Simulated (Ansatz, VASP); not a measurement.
# BP: VASP beside Ansatz

The input POSCAR:

```
BP
1.0
    2.7080526412      0.0000000000      0.0000000000
    0.0000000000      2.7080526412      0.0000000000
    0.0000000000      0.0000000000      2.7080526412
B P
1 1
Direct
    0.0000000000      0.0000000000      0.0000000000
    0.5000000000      0.5000000000      0.5000000000
```

Contents of INCAR.step1:

```
PREC     = Accurate       # precision mode
ENCUT    = 910            # plane-wave cutoff, eV
EDIFF    = 1E-5           # SCF threshold, eV
ISMEAR   = -1             # smearing method
SIGMA    = 0.02           # smearing width, eV
LREAL    = False          # projectors in reciprocal space
LASPH    = True           # aspherical terms in the spheres
NELM     = 120            # most SCF steps
ALGO     = Normal         # electronic algorithm
ISIF     = 2              # what is computed and relaxed
LWAVE    = True           # write WAVECAR
LCHARG   = False          # write CHGCAR
NBANDS   = 11             # bands
GGA      = PE             # functional
GGA_COMPAT= False
```

Contents of INCAR.step2:

```
PREC     = Accurate       # precision mode
ENCUT    = 910            # plane-wave cutoff, eV
EDIFF    = 1E-6           # SCF threshold, eV
ISMEAR   = -1             # smearing method
SIGMA    = 0.02           # smearing width, eV
LREAL    = False          # projectors in reciprocal space
LASPH    = True           # aspherical terms in the spheres
NELM     = 120            # most SCF steps
ALGO     = Normal         # electronic algorithm
ISIF     = 2              # what is computed and relaxed
LWAVE    = False          # write WAVECAR
LCHARG   = False          # write CHGCAR
GGA      = PE             # functional
LHFCALC  = True           # exact exchange
HFSCREEN = 0.2079         # screening, 1/A
PRECFOCK = Normal       
NBANDS   = 11             # bands
ISTART   = 1            
GGA_COMPAT= False
```

The input KPOINTS:

```
Automatic mesh
0
Gamma
  3 3 3
```

Input for Ansatz:

```yaml
crystal:
  lattice:
    - [2.7080526412, 0.0, 0.0]
    - [0.0, 2.7080526412, 0.0]
    - [0.0, 0.0, 2.7080526412]
  atoms:
    - { symbol: B, position: [0.0, 0.0, 0.0] }
    - { symbol: P, position: [0.5, 0.5, 0.5] }
kpoints:
  mp_grid: { grid: [3, 3, 3] }
hamiltonian:
  xc: hse06
scf:
  occupations: { method: fermi_dirac, width: 0.02 }
  n_extra_bands: 4
output:
  forces: true
  stress: true
  eigenvalues: true
```

Alike in both runs: task single point; functional HSE06; k mesh 3 × 3 × 3; occupations fermi-dirac, width 0.02 eV; no spin polarisation.

```csv
,VASP,Ansatz
version,VASP 6.6.1,Ansatz 0.2.0
potentials or method,"VASP PAW PBE potentials, release 64 (B_h, P)",plane waves
plane-wave cutoff (eV),910,420
valence electrons in the cell,8,8
```

|  | VASP | Ansatz | Ansatz less VASP |
| --- | --- | --- | --- |
| pressure (GPa) | 18.3 | 19.6 | +1.31 |

Ansatz's warnings: filled band counts differ across k points, stress exchange threshold loose, stress scf threshold loose.

The k mesh is coarse, so the values compare programs but aren't converged.
